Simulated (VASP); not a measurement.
A run of VASP 6.6.1 is set up as follows.

File INCAR:

```
SYSTEM = C
ALGO     = Normal         ! electronic algorithm
EDIFF    = 1E-6           ! SCF threshold, eV
ENCUT    = 520            ! plane-wave cutoff, eV
GGA      = CA             ! functional
ISIF     = 2              ! what is computed and relaxed
ISMEAR   = 0              ! smearing method
LASPH    = .TRUE.         ! aspherical terms in the spheres
LCHARG   = .FALSE.        ! write CHGCAR
LREAL    = .FALSE.        ! projectors in reciprocal space
LWAVE    = .FALSE.        ! write WAVECAR
NBANDS   = 16             ! bands
NELM     = 60             ! most SCF steps
PREC     = Accurate       ! precision mode
SIGMA    = 0.02           ! smearing width, eV
```

The input KPOINTS:

```
k-points
0
G
  9 9 6
  0 0 0
```

Contents of POSCAR:

```
C
1.0
    2.4834374100      0.0000000000      0.0000000000
   -1.2417187050      2.1507198858      0.0000000000
    0.0000000000      0.0000000000      4.0945232323
C
4
Direct
    0.3333333333      0.6666666667     -0.0002355119
    0.6666666667      0.3333333333      0.4997644881
    0.3333333333      0.6666666667      0.3742355119
    0.6666666667      0.3333333333      0.8742355119
```

Potentials or basis: VASP PAW LDA potentials, release 64 (C).

The run is started by

```bash
$ cat potpaw_LDA.64/C/POTCAR > POTCAR
$ mpirun -np 1 vasp_std > vasp.out
```

Q: What does it give for the pressure?

A: 6.6 GPa.

Q: Predict the band gap on the k mesh.

A: 2.99 eV, indirect (least direct gap 4.86 eV).

Stress tensor (GPa, compression positive):
```
 1.79  0.00  0.00
 0.00  1.79  0.00
 0.00  0.00 16.13
```

Caveat: the cell differs from its parent crystal (strained cell). A k mesh can miss the band edges.
